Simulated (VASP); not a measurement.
# SnGeO2 (P4mm) in VASP: single point with PBE

Aim: the single point of SnGeO2 with PBE.

All numbers are computed with VASP 6.6.1; they aren't measurements. Logs are shortened: lines on timing, memory, paths and dates and some standing lists are left out, and cuts for length are marked.

## (1) The cell of the first run

It takes space group P4mm (No. 99, tetragonal). Conventional cell: a = 3.748 Å, b = 3.748 Å, c = 4.807 Å, α = 90.00°, β = 90.00°, γ = 90.00°. Sn (site symmetry 4mm) has 4 O at 2.23 Å within 3.0 Å. Within 2.8 Å of Ge (site symmetry 4mm) lie 4 O at 2.12 Å. O (site symmetry 2mm) has 2 Ge at 2.12 Å and 2 Sn at 2.23 Å and 4 O at 2.65 Å within 2.8 Å.

## (2) Single point, PBE

INCAR reads:

```
PREC = Accurate
ENCUT = 1340
EDIFF = 1E-6
ISMEAR = 0
SIGMA = 0.02
LREAL = F
LASPH = T
NELM = 120
ALGO = Normal
ISIF = 2
LWAVE = F
LCHARG = F
GGA = PE
NBANDS = 28
GGA_COMPAT = F
```

KPOINTS reads:

```
regular mesh
0
Gamma
  8 8 6
```

POSCAR reads:

```
SnGeO2
1.0
    3.7482966541      0.0000000000      0.0000000000
    0.0000000000      3.7482966541      0.0000000000
    0.0000000000      0.0000000000      4.8073268034
Sn Ge O
1 1 2
Direct
    0.5000000000      0.5000000000      0.2405363920
    0.0000000000      0.0000000000      0.7829188276
    0.0000000000      0.5000000000      0.9882723902
    0.5000000000      0.0000000000      0.9882723902
```

Potentials or basis: VASP PAW PBE potentials, release 64 (Sn_d, Ge_d, O_h).

On the command line:

```console
> cat potpaw_PBE.64/Sn_d/POTCAR potpaw_PBE.64/Ge_d/POTCAR potpaw_PBE.64/O_h/POTCAR > POTCAR
> mpirun -np 1 vasp_std > vasp.out
```

OUTCAR:

```text
PREC = Accurate
   ENCUT = 1340
   EDIFF = 1E-6
   ISMEAR = 0
   LREAL = F
   LASPH = T
   NELM = 120
   ISIF = 2
   GGA = PE

 ion  position               nearest neighbor table
   1  0.500  0.500  0.241-   3 2.23   4 2.23   4 2.23   3 2.23
   2  0.000  0.000  0.783-   3 2.12   4 2.12   3 2.12   4 2.12
   3  0.000  0.500  0.988-   2 2.12   2 2.12   1 2.23   1 2.23
   4  0.500  0.000  0.988-   2 2.12   2 2.12   1 2.23   1 2.23

  LATTYP: Found a simple tetragonal cell.
 ALAT       =     3.7482966541
 C/A-ratio  =     1.2825363751

  Lattice vectors:

 A1 = (   3.7482966541,   0.0000000000,   0.0000000000)
 A2 = (   0.0000000000,   3.7482966541,   0.0000000000)
 A3 = (   0.0000000000,   0.0000000000,   4.8073268034)

Analysis of symmetry for initial positions (statically):
=====================================================================
 Subroutine PRICEL returns:
 Original cell was already a primitive cell.

 Routine SETGRP: Setting up the symmetry group for a
 simple tetragonal supercell.

 Subroutine GETGRP returns: Found  8 space group operations
 (whereof  8 operations were pure point group operations)
 out of a pool of 16 trial point group operations.

The static configuration has the point symmetry C_4v.

Analysis of symmetry for dynamics (positions and initial velocities):
=====================================================================
 Subroutine PRICEL returns:
 Original cell was already a primitive cell.

 Routine SETGRP: Setting up the symmetry group for a
 simple tetragonal supercell.

 Subroutine GETGRP returns: Found  8 space group operations
 (whereof  8 operations were pure point group operations)
 out of a pool of 16 trial point group operations.

The dynamic configuration has the point symmetry C_4v.

 Subroutine INISYM returns: Found  8 space group operations
 (whereof  8 operations are pure point group operations),
 and found     1 'primitive' translations

----------------------------------------------------------------------------------------

                                     Primitive cell

  volume of cell :      67.5416

  direct lattice vectors                    reciprocal lattice vectors
     3.748296654  0.000000000  0.000000000     0.266787849  0.000000000  0.000000000
[... 80 lines left out ...]
 SYSTEM =  unknown system
   PREC   = accura    normal or accurate (medium, high low for compatibility)
   ISTART =      0    job   : 0-new  1-cont  2-samecut
   ICHARG =      2    charge: 1-file 2-atom 10-const
   ISPIN  =      1    spin polarized calculation?
   LNONCOLLINEAR =      F non collinear calculations
   LSORBIT =      F    spin-orbit coupling
   LASPH  =      T    aspherical Exc in radial PAW
   ENCUT  = 1340.0 eV  98.49 Ry    9.92 a.u.  11.19 11.19 14.35*2*pi/ulx,y,z
   NELM   =    120;   NELMIN=  2; NELMDL= -5     # of ELM steps
   EDIFF  = 0.1E-05   stopping-criterion for ELM
   LREAL  =      F    real-space projection
[... 7 lines left out ...]
   TEBEG  =    0.0;   TEEND  =   0.0 temperature during run
   PSTRESS=    0.0 pullay stress
   NELECT =      40.0000    total number of electrons
   NUPDOWN=      -1.0000    fix difference up-down
   EMIN   =  10.00;   EMAX   =-10.00  energy-range for DOS
   EFERMI =   0.00;   METHOD = LEGACY
   ISMEAR =     0;   SIGMA  =   0.02  broadening in eV -4-tet -1-fermi 0-gaus
   EFERMI_NEDOS =   21; number of points for ismear=-14 and -15
   IALGO  =     38    algorithm
   IMIX   =      4    mixing-type and parameters
     AMIX     =   0.40;   BMIX     =  1.00
     AMIX_MAG =   1.60;   BMIX_MAG =  1.00
  volume/ion in A,a.u.               =      16.89       113.95
  Fermi-wavevector in a.u.,A,eV,Ry     =   1.374794  2.597984 25.715809  1.890059
  Thomas-Fermi vector in A             =   2.500188
   LORBIT       =      0    0 simple, 1 ext, 2 COOP (PROOUT), +10 PAW based schemes
   GGA     = PE    functional components
   LHFCALC =     F    Hartree Fock is set to
   AEXX    =    0.0000 exact exchange contribution
   IVDW    =     0    specifies the selected vdW correction
   LEPSILON=     F    determine dielectric tensor
   LRPA    =     F    only Hartree local field effects (RPA)
 non-spin polarized calculation
 Gauss-broadening in eV      SIGMA  =   0.02
  energy-cutoff  :     1340.00
  volume of cell :       67.54
 maximum number of plane-waves:      7554
 NGX is ok and might be reduce to    48
   NGX = 23   NGY = 23   NGZ = 29

 number of electron      39.9999999 magnetization

 Free energy of the ion-electron system (eV)
  ---------------------------------------------------
  ext. energy  EPLUGINS =         0.00000000
  ---------------------------------------------------
  free energy    TOTEN  =       -22.92827795 eV

  energy without entropy =      -22.92827795  energy(sigma->0) =      -22.92827795

 E-fermi :   5.6542     XC(G=0): -10.0940

 val. band max:        5.4639143597   @ k =   0.1250   0.1250   0.0000
 cond. band min:       6.4668522391   @ k =   0.5000   0.5000   0.0000
 fundamental gap:      1.0029378794
 Fermi energy:         5.6542107056

 k-point     1 :       0.0000    0.0000    0.0000
  band No.  band energies     occupation
      1     -19.0465      2.00000
      2     -18.9759      2.00000
      3     -18.9645      2.00000
      4     -18.9645      2.00000
      5     -18.9493      2.00000
      6     -15.7819      2.00000
[... 733 lines left out ...]
     27      14.6455      0.00000
     28      15.1069      0.00000

 [... further k-points ...]

------------------------ aborting loop because EDIFF is reached ----------------------------------------

  FORCE on cell =-STRESS in cart. coord.  units (eV):
  Direction    XX          YY          ZZ          XY          YZ          ZX
  --------------------------------------------------------------------------------------
  -------------------------------------------------------------------------------------
  Total        0.0790121      0.0790121      0.0936945      0.0000000      0.0000000      0.0000000
  in kB        1.8742722      1.8742722      2.2225575      0.0000000      0.0000000      0.0000000
  external PRESSURE =       1.9903673 kB  Pullay stress =       0.0000000 kB

 VOLUME and BASIS-vectors are now :
 -----------------------------------------------------------------------------
  energy-cutoff  :     1340.00
  volume of cell :       67.54
      direct lattice vectors                 reciprocal lattice vectors
     3.748296654  0.000000000  0.000000000     0.266787849  0.000000000  0.000000000
     0.000000000  3.748296654  0.000000000     0.000000000  0.266787849  0.000000000
     0.000000000  0.000000000  4.807326803     0.000000000  0.000000000  0.208015814

 POSITION                                       TOTAL-FORCE (eV/Angst)
 -----------------------------------------------------------------------------------
      1.87415      1.87415      1.15634        -0.000000      0.000000      0.065654
      0.00000      0.00000      3.76375         0.000000      0.000000     -0.064292
      0.00000      1.87415      4.75095        -0.000000      0.000000     -0.000681
      1.87415      0.00000      4.75095        -0.000000      0.000000     -0.000681
 -----------------------------------------------------------------------------------
    total drift:                                0.000000      0.000000      0.000070

  FREE ENERGIE OF THE ION-ELECTRON SYSTEM (eV)
  ---------------------------------------------------
  free  energy   TOTEN  =       -22.9282779480 eV

  energy  without entropy=      -22.9282779480  energy(sigma->0) =      -22.92827795
```

stdout:

```text
POSCAR found type information on POSCAR SnGeO
 POSCAR found :  3 types and       4 ions
 scaLAPACK will be used
 LDA part: xc-table for (Slater+PW92), standard interpolation
 POSCAR, INCAR and KPOINTS ok, starting setup
 FFT: planning ... GRIDC
 FFT: planning ... GRID_SOFT
 FFT: planning ... GRID
 WAVECAR not read
 entering main loop
```

Wall time 7.1 min (1 thread of Intel Xeon Platinum 8124M at 3.00GHz (Skylake/Cascade Lake), shared host); peak memory 0.7 GiB.

What came out:

```yaml
Free_energy: -22.9283 eV
Pressure: 0.2 GPa
Largest_force: 0.066 eV/Å
Band_gap_on_the_k_mesh: 1.00 eV (least direct gap 2.21 eV)
```

Forces on the atoms (eV/Å):
```
Sn   0.000  0.000  0.066
Ge   0.000  0.000 -0.064
O    0.000  0.000 -0.001
O    0.000  0.000 -0.001
```

Levels at points of the mesh, in eV from the valence-band top:
```
           k point  band 18  band 19  band 20  band 21  band 22  band 23
(0.00, 0.00, 0.00)    -2.58    -2.58    -0.21     2.46     4.56     5.50
(0.50, 0.00, 0.00)    -4.13    -2.07    -1.98     2.91     4.14     5.60
(0.50, 0.50, 0.00)    -1.81    -1.73    -1.21     1.00     1.00     4.83
(0.00, 0.00, 0.50)    -2.60    -2.60    -1.45     1.57     3.68     3.68
(0.50, 0.00, 0.50)    -4.09    -1.21    -1.08     2.73     3.63     5.77
(0.50, 0.50, 0.50)    -2.05    -1.98    -1.73     3.31     3.31     4.47
```

Caveat: spin-orbit coupling is left out, which moves the levels of the heavy elements. A k mesh can miss the band edges.
